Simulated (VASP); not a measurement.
Here is a VASP 6.6.1 calculation.

File POSCAR:

```
WC
1.0
    0.0000000000      2.1364363495      2.1364363495
    2.1364363495      0.0000000000      2.1364363495
    2.1364363495      2.1364363495      0.0000000000
W C
1 1
Direct
    0.0000000000      0.0000000000      0.0000000000
    0.5000000000      0.5000000000      0.5000000000
```

The input INCAR.step1:

```
SYSTEM = WC
PREC = Accurate
ENCUT = 1430
ISMEAR = -1
SIGMA = 0.1
LREAL = .False.
LASPH = .True.
NELM = 120
NBANDS = 16
GGA = PE
ALGO = Normal
EDIFF = 1E-5
LWAVE = .True.
LCHARG = .False.
GGA_COMPAT = .False.
```

The input INCAR.step2:

```
SYSTEM = WC
PREC = Accurate
ENCUT = 1430
EDIFF = 1E-6
ISMEAR = -1
SIGMA = 0.1
LREAL = .False.
LASPH = .True.
NELM = 120
ALGO = Normal
ISIF = 2
LWAVE = .False.
LCHARG = .False.
METAGGA = R2SCAN
LMIXTAU = .True.
NBANDS = 16
ISTART = 1
GGA_COMPAT = .False.
```

File KPOINTS:

```
regular mesh
0
Gamma
  11 11 11
  0 0 0
```

Potentials or basis: VASP PAW PBE potentials, release 64 (W_sv, C_h).

Launch:

```console
$ cat potpaw_PBE.64/W_sv/POTCAR potpaw_PBE.64/C_h/POTCAR > POTCAR
$ cp INCAR.step1 INCAR
$ mpirun -np 1 vasp_std > vasp.out
$ cp INCAR.step2 INCAR
$ mpirun -np 1 vasp_std > vasp.out
```

Question: Predict the pressure.

Answer: 30.2 GPa.

Question: Estimate the band gap on the k mesh.

Answer: Zero (bands 9 and 10 overlap by 3.61 eV).

Caveat: the cell stands under pressure; the PAW data sets were made with another functional, which shifts forces and pressure a little; spin-orbit coupling is left out, which moves the levels of the heavy elements.
